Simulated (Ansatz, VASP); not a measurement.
HfB2: VASP beside Ansatz

```
Hf B
1.0
     3.20158    0.00000    0.00000
    -1.60079    2.77265    0.00000
     0.00000    0.00000    3.54825
Hf B
1 2
Cartesian
  0.0000 0.0000 0.0000
  1.6008 0.9242 1.7741
  0.0000 1.8484 1.7741
```

Alike in both runs: task single point; functional PBEsol; k mesh 10 × 10 × 8; occupations fermi-dirac, width 0.05 eV; no spin polarisation.

|  | VASP | Ansatz |
| --- | --- | --- |
| version | VASP 6.6.1 | Ansatz 0.2.0 |
| potentials or method | VASP PAW PBE potentials, release 64 (Hf_pv, B) | Ansatz PAW |
| plane-wave cutoff (eV) | 520 | 420 |
| valence electrons in the cell | 16 | 32 |

```csv
,VASP,Ansatz,Ansatz less VASP
gap on the k mesh at the Fermi level (eV),none,none,-
pressure (GPa),-17.3,-17.1,+0.28
"traceless stress, the component that is largest in VASP (GPa)",0.68,0.62,-0.059
```

VASP's potentials were made for PBE, not for PBEsol. A gap of «none» marks a metal or a gap that the smearing closes. VASP's potentials hold 16 valence electrons a cell and Ansatz's 32, so a difference there can come from the potentials and not from the codes.

Spin-orbit coupling is off throughout.
